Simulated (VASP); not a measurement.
# BN (P6_3/mmc) in VASP: further runs

The runs below take BN through single point, with PBEsol.

All numbers are computed with VASP 6.6.1; they aren't measurements. Logs are shortened: lines on timing, memory, paths and dates and some standing lists are left out, and cuts for length are marked.

## 1. The cell of the first run

The structure is hexagonal, space group P6_3/mmc (No. 194). Conventional cell: a = 2.544 Å, b = 2.544 Å, c = 6.812 Å, α = 90.00°, β = 90.00°, γ = 120.00°. B (site symmetry -6m2) has 3 N at 1.47 Å within 2.0 Å. N (site symmetry -6m2) has 3 B at 1.47 Å within 2.0 Å.

## 2. Single point, PBEsol (volume 9.547 Å^3 an atom, c/a of the conventional cell 2.6771)

Input file INCAR:

```
SYSTEM = BN
PREC     = Accurate       ! precision mode
ENCUT    = 520            ! plane-wave cutoff, eV
EDIFF    = 1E-6           ! SCF threshold, eV
ISMEAR   = 0              ! smearing method
SIGMA    = 0.05           ! smearing width, eV
LREAL    = .FALSE.        ! projectors in reciprocal space
LASPH    = .TRUE.         ! aspherical terms in the spheres
NELM     = 80             ! most SCF steps
ALGO     = Normal         ! electronic algorithm
ISIF     = 2              ! what is computed and relaxed
LWAVE    = .FALSE.        ! write WAVECAR
LCHARG   = .TRUE.         ! write CHGCAR
GGA      = PS             ! functional
LELF     = .TRUE.         ! ELF
LVHAR    = .TRUE.       
NBANDS   = 16             ! bands
```

Input file KPOINTS:

```
regular mesh
0
G
  12 12 4
  0 0 0
```

Input file POSCAR:

```
BN
1.0
    2.5443582515      0.0000000000      0.0000000000
   -1.2721791258      2.2034788821      0.0000000000
    0.0000000000      0.0000000000      6.8115014750
B N
2 2
Direct
    0.3333333333      0.6666666667      0.2500000000
    0.6666666667      0.3333333333      0.7500000000
    0.3333333333      0.6666666667      0.7500000000
    0.6666666667      0.3333333333      0.2500000000
```

Potentials or basis: VASP PAW PBE potentials, release 64 (B, N).

Command:

```sh
cat potpaw_PBE.64/B/POTCAR potpaw_PBE.64/N/POTCAR > POTCAR
mpirun -np 1 vasp_std > vasp.out
```

OUTCAR:

```text
SYSTEM = BN
   PREC = Accurate
   ENCUT = 520
   EDIFF = 1E-6
   ISMEAR = 0
   LREAL = .FALSE.
   LASPH = .TRUE.
   NELM = 80
   ISIF = 2
   GGA = PS

 ion  position               nearest neighbor table
   1  0.333  0.667  0.250-   4 1.47   4 1.47   4 1.47
   2  0.667  0.333  0.750-   3 1.47   3 1.47   3 1.47
   3  0.333  0.667  0.750-   2 1.47   2 1.47   2 1.47
   4  0.667  0.333  0.250-   1 1.47   1 1.47   1 1.47

  LATTYP: Found a hexagonal cell.
 ALAT       =     2.5443582515
 C/A-ratio  =     2.6771000000

  Lattice vectors:

 A1 = (   2.5443582515,   0.0000000000,   0.0000000000)
 A2 = (  -1.2721791258,   2.2034788821,   0.0000000000)
 A3 = (   0.0000000000,   0.0000000000,   6.8115014750)

Analysis of symmetry for initial positions (statically):
=====================================================================
 Subroutine PRICEL returns:
 Original cell was already a primitive cell.

 Routine SETGRP: Setting up the symmetry group for a
 hexagonal supercell.

 Subroutine GETGRP returns: Found 24 space group operations
 (whereof 12 operations were pure point group operations)
 out of a pool of 24 trial point group operations.

The static configuration has the point symmetry D_3d.
 The point group associated with its full space group is D_6h.

Analysis of symmetry for dynamics (positions and initial velocities):
=====================================================================
 Subroutine PRICEL returns:
 Original cell was already a primitive cell.

 Routine SETGRP: Setting up the symmetry group for a
 hexagonal supercell.

 Subroutine GETGRP returns: Found 24 space group operations
 (whereof 12 operations were pure point group operations)
 out of a pool of 24 trial point group operations.

The dynamic configuration has the point symmetry D_3d.
 The point group associated with its full space group is D_6h.

 Subroutine INISYM returns: Found 24 space group operations
 (whereof 12 operations are pure point group operations),
 and found     1 'primitive' translations

----------------------------------------------------------------------------------------

                                     Primitive cell

  volume of cell :      38.1883

  direct lattice vectors                    reciprocal lattice vectors
     2.544358251  0.000000000  0.000000000     0.393026414  0.226913906  0.000000000
    -1.272179126  2.203478882  0.000000000     0.000000000  0.453827812  0.000000000
     0.000000000  0.000000000  6.811501475     0.000000000  0.000000000  0.146810509

  length of vectors
     2.544358251  2.544358252  6.811501475     0.453827812  0.453827812  0.146810509

  position of ions in fractional coordinates (direct lattice)
     0.333333333  0.666666667  0.250000000
     0.666666667  0.333333333  0.750000000
     0.333333333  0.666666667  0.750000000
     0.666666667  0.333333333  0.250000000

  ion indices of the primitive-cell ions
   primitive index   ion index
                 1           1
                 2           2
                 3           3
                 4           4

----------------------------------------------------------------------------------------

 KPOINTS: regular mesh

Automatic generation of k-mesh.
 Grid dimensions read from file:
 generate k-points for:   12   12    4

 Generating k-lattice:

  Cartesian coordinates                     Fractional coordinates (reciprocal lattice)
     0.032752201  0.018909492  0.000000000     0.083333333 -0.000000000  0.000000000
     0.000000000  0.037818984  0.000000000     0.000000000  0.083333333  0.000000000
     0.000000000  0.000000000  0.036702627     0.000000000  0.000000000  0.250000000

  Length of vectors
     0.037818984  0.037818984  0.036702627

  Shift w.r.t. Gamma in fractional coordinates (k-lattice)
     0.000000000  0.000000000  0.000000000

 Subroutine IBZKPT returns following result:
 ===========================================

 Found     57 irreducible k-points:

 Following reciprocal coordinates:
            Coordinates               Weight
  0.000000  0.000000  0.000000      1.000000
  0.083333  0.000000  0.000000      6.000000
  0.166667  0.000000  0.000000      6.000000
  0.250000  0.000000  0.000000      6.000000
  0.333333  0.000000  0.000000      6.000000
  0.416667  0.000000  0.000000      6.000000
[... 16 lines left out ...]
  0.250000  0.000000  0.250000     12.000000
  0.333333  0.000000  0.250000     12.000000
 [... further k-points ...]
   k-points           NKPTS =     57   k-points in BZ     NKDIM =     57   number of bands    NBANDS=     16
   number of dos      NEDOS =    301   number of ions     NIONS =      4
   total plane-waves  NPLWV =  21600
   dimension x,y,z NGX =    20 NGY =   20 NGZ =   54
   dimension x,y,z NGXF=    40 NGYF=   40 NGZF=  108
   ions per type =               2   2
   NGX,Y,Z   is equivalent  to a cutoff of  13.07, 13.07, 13.18 a.u.
   NGXF,Y,Z  is equivalent  to a cutoff of  26.14, 26.14, 26.36 a.u.
 SYSTEM =  BN
   PREC   = accura    normal or accurate (medium, high low for compatibility)
   ISTART =      0    job   : 0-new  1-cont  2-samecut
   ICHARG =      2    charge: 1-file 2-atom 10-const
   ISPIN  =      1    spin polarized calculation?
   LNONCOLLINEAR =      F non collinear calculations
   LSORBIT =      F    spin-orbit coupling
   LASPH  =      T    aspherical Exc in radial PAW
   ENCUT  =  520.0 eV  38.22 Ry    6.18 a.u.   4.73  4.73 12.66*2*pi/ulx,y,z
   NELM   =     80;   NELMIN=  2; NELMDL= -5     # of ELM steps
   EDIFF  = 0.1E-05   stopping-criterion for ELM
   LREAL  =      F    real-space projection
   EDIFFG = 0.1E-04   stopping-criterion for IOM
   NSW    =      0    number of steps for IOM
   IBRION =     -1    ionic relax: 0-MD 1-quasi-New 2-CG
   NFREE  =      0    steps in history (QN), initial steepest desc. (CG)
   ISIF   =      2    stress and relaxation
   ISYM   =      2    0-nonsym 1-usesym 2-fastsym
   POTIM  = 0.5000    time-step for ionic-motion
   TEBEG  =    0.0;   TEEND  =   0.0 temperature during run
   PSTRESS=    0.0 pullay stress
   NELECT =      16.0000    total number of electrons
   NUPDOWN=      -1.0000    fix difference up-down
   EMIN   =  10.00;   EMAX   =-10.00  energy-range for DOS
   EFERMI =   0.00;   METHOD = LEGACY
   ISMEAR =     0;   SIGMA  =   0.05  broadening in eV -4-tet -1-fermi 0-gaus
   EFERMI_NEDOS =   21; number of points for ismear=-14 and -15
   IALGO  =     38    algorithm
   IMIX   =      4    mixing-type and parameters
     AMIX     =   0.40;   BMIX     =  1.00
     AMIX_MAG =   1.60;   BMIX_MAG =  1.00
  volume/ion in A,a.u.               =       9.55        64.43
  Fermi-wavevector in a.u.,A,eV,Ry     =   1.225006  2.314925 20.417437  1.500639
  Thomas-Fermi vector in A             =   2.360060
   LORBIT       =      0    0 simple, 1 ext, 2 COOP (PROOUT), +10 PAW based schemes
   GGA     = PS    functional components
   LHFCALC =     F    Hartree Fock is set to
   AEXX    =    0.0000 exact exchange contribution
   IVDW    =     0    specifies the selected vdW correction
   LEPSILON=     F    determine dielectric tensor
   LRPA    =     F    only Hartree local field effects (RPA)
 non-spin polarized calculation
 Gauss-broadening in eV      SIGMA  =   0.05
  energy-cutoff  :      520.00
  volume of cell :       38.19
 maximum number of plane-waves:      1046
 NGX is ok and might be reduce to    20
   NGX =  9   NGY =  9   NGZ = 25

 number of electron      16.0000003 magnetization

 Free energy of the ion-electron system (eV)
  ---------------------------------------------------
  ext. energy  EPLUGINS =         0.00000000
  ---------------------------------------------------
  free energy    TOTEN  =       -36.51461325 eV

  energy without entropy =      -36.51461325  energy(sigma->0) =      -36.51461325

 E-fermi :   2.0363     XC(G=0): -10.0358

 val. band max:        1.7900663449   @ k =   0.3333   0.3333   0.5000
 cond. band min:       5.9213576074   @ k =   0.5000   0.0000   0.0000
 fundamental gap:      4.1312912625
 Fermi energy:         2.0362786804

 k-point     1 :       0.0000    0.0000    0.0000
  band No.  band energies     occupation
      1     -15.6647      2.00000
      2     -15.4109      2.00000
      3      -4.1604      2.00000
      4      -2.2040      2.00000
      5       0.4307      2.00000
      6       0.4307      2.00000
[... 8 lines left out ...]
     15      13.0958      0.00000
     16      14.2105      0.00000

 k-point     2 :       0.0833    0.0000    0.0000
  band No.  band energies     occupation
      1     -15.5331      2.00000
      2     -15.2833      2.00000
      3      -3.9802      2.00000
      4      -2.0420      2.00000
      5      -0.1179      2.00000
      6      -0.0920      2.00000
[... 8 lines left out ...]
     15      13.6731      0.00000
     16      13.7419      0.00000

 k-point     3 :       0.1667    0.0000    0.0000
  band No.  band energies     occupation
      1     -15.1457      2.00000
      2     -14.9082      2.00000
      3      -3.4462      2.00000
      4      -1.5658      2.00000
      5      -1.5043      2.00000
      6      -1.4729      2.00000
[... 8 lines left out ...]
     15      15.0194      0.00000
     16      15.1205      0.00000

 k-point     4 :       0.2500    0.0000    0.0000
  band No.  band energies     occupation
      1     -14.5290      2.00000
      2     -14.3132      2.00000
      3      -3.2572      2.00000
      4      -3.2069      2.00000
      5      -2.5829      2.00000
      6      -1.1313      2.00000
[... 8 lines left out ...]
     15      16.3752      0.00000
     16      17.1902      0.00000
[... 324 lines left out ...]
 k-point    22 :       0.1667    0.0000    0.2500
  band No.  band energies     occupation
      1     -15.1124      2.00000
      2     -14.9446      2.00000
      3      -3.2190      2.00000
      4      -1.9255      2.00000
      5      -1.4929      2.00000
      6      -1.4519      2.00000
[... 8 lines left out ...]
     15      15.0336      0.00000
     16      15.1051      0.00000

 k-point    23 :       0.2500    0.0000    0.2500
  band No.  band energies     occupation
      1     -14.4986      2.00000
      2     -14.3461      2.00000
      3      -3.2606      2.00000
      4      -3.2202      2.00000
      5      -2.3496      2.00000
      6      -1.1243      2.00000
[... 8 lines left out ...]
     15      17.2035      0.00000
     16      17.2747      0.00000

 k-point    24 :       0.3333    0.0000    0.2500
  band No.  band energies     occupation
      1     -13.7237      2.00000
      2     -13.5958      2.00000
      3      -4.9888      2.00000
      4      -4.9397      2.00000
      5      -1.7286      2.00000
      6      -1.6910      2.00000
[... 8 lines left out ...]
     15      17.8319      0.00000
     16      19.6093      0.00000

 [... further k-points ...]
[... 5 lines left out ...]
  --------------------------------------------------------------------------------------
  -------------------------------------------------------------------------------------
  Total       -3.5984751     -3.5984751      0.0522853      0.0000000     -0.0000000      0.0000000
  in kB     -150.9729259   -150.9729259      2.1936149      0.0000000     -0.0000000      0.0000000
  external PRESSURE =     -99.9174123 kB  Pullay stress =       0.0000000 kB

 VOLUME and BASIS-vectors are now :
 -----------------------------------------------------------------------------
  energy-cutoff  :      520.00
  volume of cell :       38.19
      direct lattice vectors                 reciprocal lattice vectors
     2.544358251  0.000000000  0.000000000     0.393026414  0.226913906  0.000000000
    -1.272179126  2.203478882  0.000000000     0.000000000  0.453827812  0.000000000
     0.000000000  0.000000000  6.811501475     0.000000000  0.000000000  0.146810509

 POSITION                                       TOTAL-FORCE (eV/Angst)
 -----------------------------------------------------------------------------------
     -0.00000      1.46899      1.70288        -0.000000      0.000000      0.000000
      1.27218      0.73449      5.10863         0.000000     -0.000000      0.000000
     -0.00000      1.46899      5.10863         0.000000     -0.000000      0.000000
      1.27218      0.73449      1.70288        -0.000000      0.000000      0.000000
 -----------------------------------------------------------------------------------
    total drift:                               -0.000000      0.000000      0.000000

  FREE ENERGIE OF THE ION-ELECTRON SYSTEM (eV)
  ---------------------------------------------------
  free  energy   TOTEN  =       -36.5146132475 eV

  energy  without entropy=      -36.5146132475  energy(sigma->0) =      -36.51461325
```

Wall time 50 s (1 thread of Intel Xeon 8259CL, shared host); peak memory 0.17 GiB.

Results:

| Quantity | Value |
| --- | --- |
| Free energy | -36.5146 eV |
| Pressure | -10.0 GPa |
| Band gap on the k mesh | 4.13 eV, indirect (least direct gap 4.47 eV) |

Levels at points of the mesh, in eV from the valence-band top:
```
           k point  band 6  band 7  band 8  band 9  band 10  band 11
(0.00, 0.00, 0.00)   -1.36   -1.33   -1.33    4.91     9.73    11.12
(0.50, 0.00, 0.00)   -4.00   -1.35   -0.44    4.13     5.39     9.00
(0.00, 0.00, 0.50)   -1.34   -1.34   -1.34    7.12     7.12    11.17
(0.50, 0.00, 0.50)   -4.03   -0.88   -0.88    4.56     4.56     9.35
```

Caveat: the PAW data sets were made with another functional, which shifts forces and pressure a little; this functional lacks dispersion, which binds the layers, so the pressure and a relaxed spacing across them are unreliable.

## 3. Single point, PBEsol (volume 9.547 Å^3 an atom, c/a of the conventional cell 2.5510)

Input file INCAR:

```
ALGO = Normal ; EDIFF = 1E-6
ENCUT = 520 ; GGA = PS
ISIF = 2 ; ISMEAR = 0
LASPH = T ; LCHARG = F
LREAL = F ; LWAVE = F
NBANDS = 16 ; NELM = 100
PREC = Accurate ; SIGMA = 0.05
```

Input file KPOINTS:

```
k-points
0
Gamma
  12 12 4
```

Input file POSCAR:

```
BN
1.0
    2.5856097261      0.0000000000      0.0000000000
   -1.2928048631      2.2392037071      0.0000000000
    0.0000000000      0.0000000000      6.5958904113
B N
2 2
Direct
    0.3333333333      0.6666666667      0.2500000000
    0.6666666667      0.3333333333      0.7500000000
    0.3333333333      0.6666666667      0.7500000000
    0.6666666667      0.3333333333      0.2500000000
```

Potentials or basis: VASP PAW PBE potentials, release 64 (B, N).

Command:

```sh
cat potpaw_PBE.64/B/POTCAR potpaw_PBE.64/N/POTCAR > POTCAR
mpirun -np 1 vasp_std > vasp.out
```

Wall time 44 s (1 thread of Intel Xeon 8259CL, shared host); peak memory 0.16 GiB.

The run converged. Its results:

* Free energy: -36.3388 eV
* Pressure: -19.5 GPa
* Band gap on the k mesh: 3.98 eV, indirect (least direct gap 4.32 eV)

Stress tensor (GPa, compression positive):
```
-29.68   0.00   0.00
  0.00 -29.68   0.00
  0.00   0.00   0.72
```

Levels at points of the mesh, in eV from the valence-band top:
| k point | band 6 | band 7 | band 8 | band 9 | band 10 | band 11 |
| --- | --- | --- | --- | --- | --- | --- |
| (0.00, 0.00, 0.00) | -1.44 | -1.39 | -1.39 | 5.02 | 9.84 | 10.62 |
| (0.50, 0.00, 0.00) | -3.94 | -1.45 | -0.35 | 3.98 | 5.39 | 8.56 |
| (0.00, 0.00, 0.50) | -1.42 | -1.42 | -1.42 | 7.31 | 7.31 | 10.76 |
| (0.50, 0.00, 0.50) | -3.99 | -0.87 | -0.87 | 4.43 | 4.43 | 8.86 |

Caveat: the PAW data sets were made with another functional, which shifts forces and pressure a little; this functional lacks dispersion, which binds the layers, so the pressure and a relaxed spacing across them are unreliable. A k mesh can miss the band edges.

(Part 1 of 2 ends here.)
